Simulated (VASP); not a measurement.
A run of VASP 6.6.1:

INCAR

```
  ALGO = Fast
  EDIFF = 1E-6
  ENCUT = 520
  GGA = PE
  ISIF = 2
  ISMEAR = 0
  LASPH = T
  LCHARG = T
  LELF = T
  LREAL = F
  LVHAR = T
  LWAVE = F
  NBANDS = 18
  NELM = 60
  PREC = Accurate
  SIGMA = 0.15
```

File KPOINTS:

```
k-points
0
Gamma
  14 14 14
```

Contents of POSCAR:

```
TiAl3
1.0
   -1.8520203317      1.9225789803      4.3111351100
    1.8520203317     -1.9225789803      4.3111351100
    1.8520203317      1.9225789803     -4.3111351100
Ti Al
1 3
Direct
    0.0000000000      0.0000000000      0.0000000000
    0.5000000000      0.5000000000      0.0000000000
    0.7500000000      0.2500000000      0.5000000000
    0.2500000000      0.7500000000      0.5000000000
```

Potentials or basis: VASP PAW PBE potentials, release 64 (Ti_sv, Al).

Command:

```console
$ cat potpaw_PBE.64/Ti_sv/POTCAR potpaw_PBE.64/Al/POTCAR > POTCAR
$ mpirun -np 1 vasp_std > vasp.out
```

Hardware: 1 thread of Intel(R) Xeon(R) 6975P-C (Granite Rapids) (shared host).

How long does it take, and how much memory?

Run time: 12 min on 1 thread of Intel(R) Xeon(R) 6975P-C (Granite Rapids), with other jobs on the host, peak memory 0.59 GiB. Counts: scf iterations 27, k points 428.
